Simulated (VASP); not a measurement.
A run of VASP 6.6.1 is set up as follows.

Contents of INCAR:

```
  PREC = Accurate
  ENCUT = 500
  EDIFF = 1E-6
  ISMEAR = 1
  SIGMA = 0.1
  LREAL = False
  LASPH = True
  NELM = 120
  ALGO = Normal
  ISIF = 2
  LWAVE = False
  LCHARG = True
  GGA = PE
  LELF = True
  LVHAR = True
  NBANDS = 19
  GGA_COMPAT = False
```

File KPOINTS:

```
regular mesh
0
Gamma
  8 8 5
```

Contents of POSCAR:

```
Zr
1.0
    3.2320000000      0.0000000000      0.0000000000
   -1.6160000000      2.7989900000      0.0000000000
    0.0000000000      0.0000000000      5.1470000000
Zr
2
Direct
    0.3333333333      0.6666666667      0.2500000000
    0.6666666667      0.3333333333      0.7500000000
```

Potentials or basis: VASP PAW PBE potentials, release 64 (Zr_sv).

The run is started by

```console
$ cat potpaw_PBE.64/Zr_sv/POTCAR > POTCAR
$ mpirun -np 1 vasp_std > vasp.out
```

**Question.** What does it give for the band gap on the k mesh?

**Answer.** Zero (bands 12 and 13 overlap by 1.11 eV).

**Question.** Predict the pressure.

**Answer.** 0.6 GPa.

Stress tensor (GPa, compression positive):
```
0.16 0.00 0.00
0.00 0.16 0.00
0.00 0.00 1.43
```
